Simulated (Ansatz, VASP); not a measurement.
**Two plane-wave programs on PbF2**

INCAR

```
SYSTEM = PbF2
ALGO = Normal
EDIFF = 1E-6
ENCUT = 600
GGA = PE
GGA_COMPAT = .FALSE.
ISIF = 2
ISMEAR = 1
LASPH = .TRUE.
LCHARG = .FALSE.
LREAL = .FALSE.
LWAVE = .FALSE.
NBANDS = 21
NELM = 120
PREC = Accurate
SIGMA = 0.2
```

KPOINTS

```
k-points
0
G
  6 6 6
  0 0 0
```

POSCAR

```
PbF2
1.0
    0.0000000000      2.9604388884      2.9604388884
    2.9604388884      0.0000000000      2.9604388884
    2.9604388884      2.9604388884      0.0000000000
Pb F
1 2
Direct
    0.0000000000      0.0000000000      0.0000000000
    0.2500000000      0.2500000000      0.2500000000
    0.7500000000      0.7500000000      0.7500000000
```

Input for Ansatz:

```yaml
crystal:
  lattice:
    - [0.0, 2.9604388884, 2.9604388884]
    - [2.9604388884, 0.0, 2.9604388884]
    - [2.9604388884, 2.9604388884, 0.0]
  atoms:
    - { symbol: Pb, position: [0.0, 0.0, 0.0] }
    - { symbol: F, position: [0.25, 0.25, 0.25] }
    - { symbol: F, position: [0.75, 0.75, 0.75] }
kpoints:
  mp_grid: { grid: [6, 6, 6] }
hamiltonian:
  xc: pbe
scf:
  occupations: { method: methfessel_paxton, width: 0.2 }
  n_extra_bands: 4
output:
  forces: true
  stress: true
  eigenvalues: true
```

Alike in both runs: task single point; functional PBE; k mesh 6 × 6 × 6; occupations methfessel-paxton of order 1, width 0.2 eV; no spin polarisation.

```csv
,VASP,Ansatz
version,VASP 6.6.1,Ansatz 0.2.0
potentials or method,"VASP PAW PBE potentials, release 64 (Pb_d, F)",plane waves
plane-wave cutoff (eV),600,420
valence electrons in the cell,28,28
```

Ansatz gave:

```
gap on the k mesh at the Fermi level (eV) : 4.44
pressure (GPa)                            : 2.9
```

Q: What did VASP give for the same quantities?

A: gap on the k mesh at the Fermi level (eV): 4.44; pressure (GPa): 2.7.

Spin-orbit coupling is off throughout.
